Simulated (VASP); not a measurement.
Write the native input for VASP 6.6.1 that does the following.

| Item | Value |
| --- | --- |
| Task | relaxation of cell and atoms |
| Functional | PBE |
| Potentials or basis | VASP PAW PBE potentials, release 64 (Si, C) |
| Cutoff | 600 eV |
| k mesh | 16 × 16 × 16 |
| Occupations | fermi-dirac, width 0.1 eV |
| Spin | no spin polarisation |
| Target pressure | 51 GPa |
| Dipole correction | no |
| Further INCAR settings | ALGO = Normal; EDIFF = 1e-06; IBRION = 2; EDIFFG = -0.005; NSW = 32; ISIF = 3 |

The structure of SiC (zincblende type) lies in POSCAR:

```
SiC
1.0
    0.0000000000      2.0677542094      2.0677542094
    2.0677542094      0.0000000000      2.0677542094
    2.0677542094      2.0677542094      0.0000000000
Si C
1 1
Direct
    0.0000000000      0.0000000000      0.0000000000
    0.2500000000      0.2500000000      0.2500000000
```

One way to write it, as run:

INCAR

```
SYSTEM = SiC
PREC = Accurate
ENCUT = 600
EDIFF = 1E-6
ISMEAR = -1
SIGMA = 0.1
LREAL = .False.
LASPH = .True.
NELM = 80
ALGO = Normal
ISIF = 3
LWAVE = .False.
LCHARG = .False.
GGA = PE
IBRION = 2
NSW = 32
EDIFFG = -0.005
PSTRESS = 510.0
```

KPOINTS

```
regular mesh
0
Gamma
  16 16 16
  0 0 0
```

Potentials or basis: VASP PAW PBE potentials, release 64 (Si, C).

Run with:

```bash
$ cat potpaw_PBE.64/Si/POTCAR potpaw_PBE.64/C/POTCAR > POTCAR
$ mpirun -np 1 vasp_std > vasp.out
```

Results of the run:

```yaml
Relaxed_volume: 8.83 Å³/atom
Relaxed_cell: a = 2.923 Å, b = 2.923 Å, c = 2.923 Å, α = 60.00°, β = 60.00°, γ = 60.00°
Space_group_after_relaxing_to_0.05_Å: F-43m (No. 216)
Energy_change_on_relaxing_the_enthalpy_is_what_falls: +2.5 meV/atom
Ionic_steps: 3
Pressure_after_relaxing: 51.0 GPa
Band_gap_on_the_k_mesh: 1.19 eV, indirect (least direct gap 4.68 eV)
```

Caveat: the cell is relaxed towards a set pressure, so the enthalpy falls and the energy may rise.

It took 21 s on 1 thread of Intel Xeon 6975P-C, on a shared host, peak memory 0.15 GiB.
